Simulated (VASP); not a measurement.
Input of a VASP 6.6.1 run:

The input INCAR:

```
PREC = Accurate
ENCUT = 520
EDIFF = 1E-6
ISMEAR = -1
SIGMA = 0.025
LREAL = F
LASPH = T
NELM = 150
ALGO = Normal
ISIF = 2
LWAVE = F
LCHARG = F
ISPIN = 2
MAGMOM = 0.5 -0.5
LORBIT = 11
GGA = PE
NBANDS = 25
```

File KPOINTS:

```
Automatic mesh
0
Gamma
  8 8 8
```

POSCAR

```
Ge
1.0
    0.0000000000      2.8808244488      2.8808244488
    2.8808244488      0.0000000000      2.8808244488
    2.8808244488      2.8808244488      0.0000000000
Ge
2
Direct
    0.7500000000      0.7500000000      0.7500000000
    0.5000000000      0.5000000000      0.5000000000
```

Potentials or basis: VASP PAW PBE potentials, release 64 (Ge_d).

Launch:

```console
$ cat potpaw_PBE.64/Ge_d/POTCAR > POTCAR
$ mpirun -np 1 vasp_std > vasp.out
```

Problem. Predict the pressure.

Solution. 0.0 GPa.

Problem. Estimate the net moment.

Solution. 0.00 μB per cell.

Problem. Estimate the band gap on the k mesh.

Solution. Zero (filled and empty bands touch).

**What was measured.**

“Electronic and optical properties of SixGe1-x-ySny alloys lattice-matched to Ge”, 2021, arxiv:2109.02782 reports, for a bulk crystal of Ge at 293 K: band gap 0.666 eV (indirect).

Measured gap of Ge: 0.666 eV (indirect; 293 K; “Electronic and optical properties of SixGe1-x-ySny alloys lattice-matched to Ge”, 2021, arxiv:2109.02782). This calculation gives 0.00 eV (-0.67 eV). 3 values of this kind are on record (0.666 to 0.807 eV); this one was drawn at random among those near their median. Spin-orbit coupling on Ge is left out. The value is that of PBE on a finite k mesh, which can miss the band edges, without temperature or zero-point motion. Semilocal functionals fall short of measured gaps as a rule.
